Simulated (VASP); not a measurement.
Input of a VASP 6.6.1 run:

INCAR

```
PREC = Accurate ; ENCUT = 520
EDIFF = 1E-6 ; ISMEAR = -1
SIGMA = 0.05 ; LREAL = False
LASPH = True ; NELM = 100
ALGO = Fast ; ISIF = 2
LWAVE = False ; LCHARG = False
GGA = B5 ; ALDAX = 1.0
AGGAX = 1.0 ; AGGAC = 1.0
ALDAC = 0.0 ; NBANDS = 8
```

KPOINTS

```
regular mesh
0
Gamma
  12 12 12
```

File POSCAR:

```
Al
1.0
   -1.5912186900      1.5912186900      1.5912186900
    1.5912186900     -1.5912186900      1.5912186900
    1.5912186900      1.5912186900     -1.5912186900
Al
1
Direct
    0.0000000000      0.0000000000      0.0000000000
```

Potentials or basis: VASP PAW PBE potentials, release 64 (Al).

Run with:

```console
$ cat potpaw_PBE.64/Al/POTCAR > POTCAR
$ mpirun -np 1 vasp_std > vasp.out
```

What does it give for the pressure?

7.8 GPa.

Caveat: the PAW data sets were made with another functional, which shifts forces and pressure a little.
